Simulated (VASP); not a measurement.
A run of VASP 6.6.1 is set up as follows.

INCAR

```
PREC = Accurate ; ENCUT = 520
EDIFF = 1E-6 ; ISMEAR = -1
SIGMA = 0.05 ; LREAL = False
LASPH = True ; NELM = 60
ALGO = Normal ; ISIF = 2
LWAVE = False ; LCHARG = False
GGA = PE ; NBANDS = 28
```

The input KPOINTS:

```
Automatic mesh
0
Gamma
  7 7 7
```

The input POSCAR:

```
BeGa3
1.0
   -2.0436200000      2.0436200000      3.7906850000
    2.0436200000     -2.0436200000      3.7906850000
    2.0436200000      2.0436200000     -3.7906850000
Be Ga
1 3
Direct
    0.0000000000      0.0000000000      0.0000000000
    0.7500000000      0.2500000000      0.5000000000
    0.2500000000      0.7500000000      0.5000000000
    0.5000000000      0.5000000000      0.0000000000
```

Potentials or basis: VASP PAW PBE potentials, release 64 (Be, Ga_d).

Launch:

```bash
$ cat potpaw_PBE.64/Be/POTCAR potpaw_PBE.64/Ga_d/POTCAR > POTCAR
$ mpirun -np 1 vasp_std > vasp.out
```

(1) What does it give for the pressure?

(2) What does it give for the band gap on the k mesh?

## Answers

(1) -0.1 GPa.

(2) zero (an odd number of electrons rules out a gap without spin polarisation).
